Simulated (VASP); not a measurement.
# InSb (I-4m2) in VASP: notebook

Runs on InSb. Level: PBE. Tasks: single point.

Everything below comes from runs of VASP 6.6.1. Logs are shortened: lines on timing, memory, paths and dates and some standing lists are left out, and cuts for length are marked.

**1. The cell of the first run**

Symmetry: I-4m2, No. 119, tetragonal system. The conventional cell has a = 4.581 Å, b = 4.581 Å, c = 6.316 Å, α = 90.00°, β = 90.00°, γ = 90.00°. Within 3.7 Å of In (site symmetry -4m2) lie 4 Sb at 2.78 Å. Sb (site symmetry -4m2) has 4 In at 2.78 Å within 3.7 Å.

**2. Single point, PBE (strain -0.0250 x Voigt [1, 0, 0, 0, 0, 0])**

File INCAR:

```
ALGO = Normal ; EDIFF = 1E-6
ENCUT = 520 ; GGA = PE
ISIF = 2 ; ISMEAR = 0
LASPH = T ; LCHARG = F
LREAL = F ; LWAVE = F
NBANDS = 16 ; NELM = 80
PREC = Accurate ; SIGMA = 0.15
```

File KPOINTS:

```
k-points
0
Gamma
  12 12 12
```

File POSCAR:

```
InSb
1.0
    0.0000000000      3.2391000000      3.2391000000
    3.1581225000      0.0000000000      3.2391000000
    3.1581225000      3.2391000000      0.0000000000
In Sb
1 1
Direct
    0.0000000000      0.0000000000      0.0000000000
    0.7500000000      0.7500000000      0.7500000000
```

Potentials or basis: VASP PAW PBE potentials, release 64 (In_d, Sb).

Command:

```
$ cat potpaw_PBE.64/In_d/POTCAR potpaw_PBE.64/Sb/POTCAR > POTCAR
$ mpirun -np 1 vasp_std > vasp.out
```

OUTCAR:

```text
EDIFF = 1E-6
   ENCUT = 520
   GGA = PE
   ISIF = 2
   ISMEAR = 0
   LASPH = T
   LREAL = F
   NELM = 80
   PREC = Accurate

 ion  position               nearest neighbor table
   1  0.000  0.000  0.000-   2 2.78   2 2.78   2 2.78   2 2.78
   2  0.750  0.750  0.750-   1 2.78   1 2.78   1 2.78   1 2.78

  LATTYP: Found a body centered tetragonal cell.
 ALAT       =     4.5807791499
 C/A-ratio  =     1.3788582233

  Lattice vectors:

 A1 = (  -3.1581225000,   0.0000000000,  -3.2391000000)
 A2 = (  -3.1581225000,   0.0000000000,   3.2391000000)
 A3 = (   3.1581225000,   3.2391000000,   0.0000000000)

Analysis of symmetry for initial positions (statically):
=====================================================================
 Subroutine PRICEL returns:
 Original cell was already a primitive cell.

 Routine SETGRP: Setting up the symmetry group for a
 body centered tetragonal supercell.

 Subroutine GETGRP returns: Found  8 space group operations
 (whereof  8 operations were pure point group operations)
 out of a pool of 16 trial point group operations.

The static configuration has the point symmetry D_2d.

Analysis of symmetry for dynamics (positions and initial velocities):
=====================================================================
 Subroutine PRICEL returns:
 Original cell was already a primitive cell.

 Routine SETGRP: Setting up the symmetry group for a
 body centered tetragonal supercell.

 Subroutine GETGRP returns: Found  8 space group operations
 (whereof  8 operations were pure point group operations)
 out of a pool of 16 trial point group operations.

The dynamic configuration has the point symmetry D_2d.

 Subroutine INISYM returns: Found  8 space group operations
 (whereof  8 operations are pure point group operations),
 and found     1 'primitive' translations

----------------------------------------------------------------------------------------

                                     Primitive cell

  volume of cell :      66.2686

  direct lattice vectors                    reciprocal lattice vectors
     0.000000000  3.239100000  3.239100000    -0.158321914  0.154363867  0.154363867
     3.158122500  0.000000000  3.239100000     0.158321914 -0.154363867  0.154363867
     3.158122500  3.239100000  0.000000000     0.158321914  0.154363867 -0.154363867

  length of vectors
     4.580779150  4.523881799  4.523881799     0.269670605  0.269670605  0.269670605

  position of ions in fractional coordinates (direct lattice)
[... 80 lines left out ...]
   LREAL  =      F    real-space projection
   EDIFFG = 0.1E-04   stopping-criterion for IOM
   NSW    =      0    number of steps for IOM
   IBRION =     -1    ionic relax: 0-MD 1-quasi-New 2-CG
   NFREE  =      0    steps in history (QN), initial steepest desc. (CG)
   ISIF   =      2    stress and relaxation
   ISYM   =      2    0-nonsym 1-usesym 2-fastsym
   POTIM  = 0.5000    time-step for ionic-motion
   TEBEG  =    0.0;   TEEND  =   0.0 temperature during run
   PSTRESS=    0.0 pullay stress
   NELECT =      18.0000    total number of electrons
   NUPDOWN=      -1.0000    fix difference up-down
   EMIN   =  10.00;   EMAX   =-10.00  energy-range for DOS
   EFERMI =   0.00;   METHOD = LEGACY
   ISMEAR =     0;   SIGMA  =   0.15  broadening in eV -4-tet -1-fermi 0-gaus
   EFERMI_NEDOS =   21; number of points for ismear=-14 and -15
   IALGO  =     38    algorithm
   IMIX   =      4    mixing-type and parameters
     AMIX     =   0.40;   BMIX     =  1.00
     AMIX_MAG =   1.60;   BMIX_MAG =  1.00
  volume/ion in A,a.u.               =      33.13       223.60
  Fermi-wavevector in a.u.,A,eV,Ry     =   1.060221  2.003527 15.293884  1.124069
  Thomas-Fermi vector in A             =   2.195594
   LORBIT       =      0    0 simple, 1 ext, 2 COOP (PROOUT), +10 PAW based schemes
   GGA     = PE    functional components
   LHFCALC =     F    Hartree Fock is set to
   AEXX    =    0.0000 exact exchange contribution
   IVDW    =     0    specifies the selected vdW correction
   LEPSILON=     F    determine dielectric tensor
   LRPA    =     F    only Hartree local field effects (RPA)
 non-spin polarized calculation
 Gauss-broadening in eV      SIGMA  =   0.15
  energy-cutoff  :      520.00
  volume of cell :       66.27
 maximum number of plane-waves:      1811
 NGX is ok and might be reduce to    36
   NGX = 17   NGY = 17   NGZ = 17

 number of electron      17.9999997 magnetization

 Free energy of the ion-electron system (eV)
  ---------------------------------------------------
  ext. energy  EPLUGINS =         0.00000000
  ---------------------------------------------------
  free energy    TOTEN  =        -6.86434687 eV

  energy without entropy =       -6.86411626  energy(sigma->0) =       -6.86423156

 E-fermi :   5.5109     XC(G=0):  -8.7974

 val. band max:        5.4643215226   @ k =   0.0000   0.0000   0.0000
 cond. band min:       5.9576689315   @ k =   0.5000   0.0000   0.0000
 fundamental gap:      0.4933474088
 Fermi energy:         5.5108641648

 k-point     1 :       0.0000    0.0000    0.0000
  band No.  band energies     occupation
      1      -9.2837      2.00000
      2      -9.2837      2.00000
      3      -9.2786      2.00000
      4      -9.1912      2.00000
      5      -9.1880      2.00000
      6      -5.5017      2.00000
[... 433 lines left out ...]
      3      -9.2540      2.00000
      4      -9.1924      2.00000
      5      -9.1873      2.00000
      6      -3.9083      2.00000
[... 8 lines left out ...]
     15      13.6939      0.00000
     16      13.9930      0.00000

 [... further k-points ...]

------------------------ aborting loop because EDIFF is reached ----------------------------------------

  FORCE on cell =-STRESS in cart. coord.  units (eV):
  Direction    XX          YY          ZZ          XY          YZ          ZX
  --------------------------------------------------------------------------------------
  -------------------------------------------------------------------------------------
  Total        2.0164984      1.7688458      1.7688458      0.0000000      0.0000000      0.0000000
  in kB       48.7529374     42.7654328     42.7654328      0.0000000      0.0000000      0.0000000
  external PRESSURE =      44.7612677 kB  Pullay stress =       0.0000000 kB

 VOLUME and BASIS-vectors are now :
 -----------------------------------------------------------------------------
  energy-cutoff  :      520.00
  volume of cell :       66.27
      direct lattice vectors                 reciprocal lattice vectors
     0.000000000  3.239100000  3.239100000    -0.158321914  0.154363867  0.154363867
     3.158122500  0.000000000  3.239100000     0.158321914 -0.154363867  0.154363867
     3.158122500  3.239100000  0.000000000     0.158321914  0.154363867 -0.154363867

 POSITION                                       TOTAL-FORCE (eV/Angst)
 -----------------------------------------------------------------------------------
      0.00000      0.00000      0.00000        -0.000000      0.000000      0.000000
      4.73718      4.85865      4.85865         0.000000     -0.000000     -0.000000
 -----------------------------------------------------------------------------------
    total drift:                                0.000000      0.000000      0.000000

  FREE ENERGIE OF THE ION-ELECTRON SYSTEM (eV)
  ---------------------------------------------------
  free  energy   TOTEN  =        -6.8643468717 eV

  energy  without entropy=       -6.8641162557  energy(sigma->0) =       -6.86423156
```

OSZICAR:

```text
N       E                     dE             d eps       ncg     rms          rms(c)
DAV:   1     0.114203888342E+03    0.11420E+03   -0.79235E+03  5216   0.112E+03
DAV:   2     0.285685233103E+00   -0.11392E+03   -0.11037E+03  5952   0.285E+02
DAV:   3    -0.677159662750E+01   -0.70573E+01   -0.70315E+01  6616   0.724E+01
DAV:   4    -0.696873719138E+01   -0.19714E+00   -0.19710E+00  6608   0.139E+01
DAV:   5    -0.698006773694E+01   -0.11331E-01   -0.11330E-01  7928   0.276E+00    0.436E+00
DAV:   6    -0.687822640247E+01    0.10184E+00   -0.15384E-01  7560   0.613E+00    0.252E+00
DAV:   7    -0.686272643646E+01    0.15500E-01   -0.73031E-02  7032   0.258E+00    0.640E-01
DAV:   8    -0.686363193314E+01   -0.90550E-03   -0.80135E-03  6920   0.105E+00    0.280E-01
DAV:   9    -0.686426553945E+01   -0.63361E-03   -0.96692E-04  6528   0.262E-01    0.774E-02
DAV:  10    -0.686430451060E+01   -0.38971E-04   -0.47977E-05  7288   0.471E-02    0.404E-02
DAV:  11    -0.686434520501E+01   -0.40694E-04   -0.72007E-05  6168   0.560E-02    0.245E-02
DAV:  12    -0.686434667871E+01   -0.14737E-05   -0.12159E-06  6096   0.808E-03    0.646E-03
DAV:  13    -0.686434687166E+01   -0.19295E-06   -0.13441E-06  6152   0.656E-03
   1 F= -.68643469E+01 E0= -.68642316E+01  d E =-.230616E-03
```

It took 62 s on 1 thread of Intel Xeon 6975P-C (Granite Rapids), shared host; peak memory 0.33 GiB.

What came out:

```
Free energy : -6.8643 eV
Pressure    : 4.5 GPa
```

Levels at points of the mesh, in eV from the Fermi level:
```
           k point  band 5  band 6  band 7  band 8  band 9  band 10  band 11  band 12  band 13  band 14
(0.00, 0.00, 0.00)  -14.70  -11.01   -0.17   -0.17   -0.17    -0.05     2.79     2.85     2.85     5.63
(0.50, 0.00, 0.00)  -14.70   -9.58   -5.87   -1.26   -1.09     0.45     3.62     3.76     5.95     8.28
(0.50, 0.50, 0.00)  -14.69   -8.96   -6.19   -2.44   -2.42     1.22     1.25     8.10     8.19     8.78
(0.00, 0.50, 0.50)  -14.69   -8.89   -6.08   -2.57   -2.57     1.06     1.09     8.19     8.19     8.94
```

Caveat: the cell differs from its parent crystal (strain -0.0250 x Voigt [1, 0, 0, 0, 0, 0]); the cell stands under pressure; spin-orbit coupling is left out, which moves the levels of the heavy elements.

**3. Single point, PBE (strain +0.0250 x Voigt [1, 0, 0, 0, 0, 0])**

File INCAR:

```
PREC     = Accurate       # precision mode
ENCUT    = 520            # plane-wave cutoff, eV
EDIFF    = 1E-6           # SCF threshold, eV
ISMEAR   = 0              # smearing method
SIGMA    = 0.15           # smearing width, eV
LREAL    = F              # projectors in reciprocal space
LASPH    = T              # aspherical terms in the spheres
NELM     = 100            # most SCF steps
ALGO     = Normal         # electronic algorithm
ISIF     = 2              # what is computed and relaxed
LWAVE    = F              # write WAVECAR
LCHARG   = F              # write CHGCAR
GGA      = PE             # functional
NBANDS   = 16             # bands
```

File KPOINTS:

```
regular mesh
0
Gamma
  12 12 12
```

File POSCAR:

```
InSb
1.0
    0.0000000000      3.2391000000      3.2391000000
    3.3200775000      0.0000000000      3.2391000000
    3.3200775000      3.2391000000      0.0000000000
In Sb
1 1
Direct
    0.0000000000      0.0000000000      0.0000000000
    0.7500000000      0.7500000000      0.7500000000
```

Potentials or basis: VASP PAW PBE potentials, release 64 (In_d, Sb).

Command:

```
$ cat potpaw_PBE.64/In_d/POTCAR potpaw_PBE.64/Sb/POTCAR > POTCAR
$ mpirun -np 1 vasp_std > vasp.out
```

Wall time 62 s (1 thread of Intel Xeon 6975P-C (Granite Rapids), shared host); peak memory 0.34 GiB.

Results (log left out):

```yaml
Free_energy: -6.9314 eV
Pressure: 1.9 GPa
Band_gap_on_the_k_mesh: zero (filled and empty bands touch)
```

Stress tensor (GPa, compression positive):
```
1.45 0.00 0.00
0.00 2.13 0.00
0.00 0.00 2.13
```

Levels at points of the mesh, in eV from the Fermi level:
```tsv
k point	band 6	band 7	band 8	band 9	band 10	band 11	band 12	band 13
(0.00, 0.00, 0.00)	-10.70	-0.46	-0.22	-0.09	-0.09	2.82	2.82	2.87
(0.50, 0.00, 0.00)	-9.39	-5.64	-1.18	-1.02	0.36	3.63	3.74	5.98
(0.50, 0.50, 0.00)	-8.79	-5.91	-2.36	-2.35	1.15	1.22	7.81	7.90
(0.00, 0.50, 0.50)	-8.86	-6.01	-2.23	-2.23	1.33	1.34	7.86	7.86
```

Caveat: the cell differs from its parent crystal (strain +0.0250 x Voigt [1, 0, 0, 0, 0, 0]); semilocal functionals underestimate gaps, so a narrow gap can read as zero; spin-orbit coupling is left out, which moves the levels of the heavy elements.

(Part 1 of 2 ends here.)
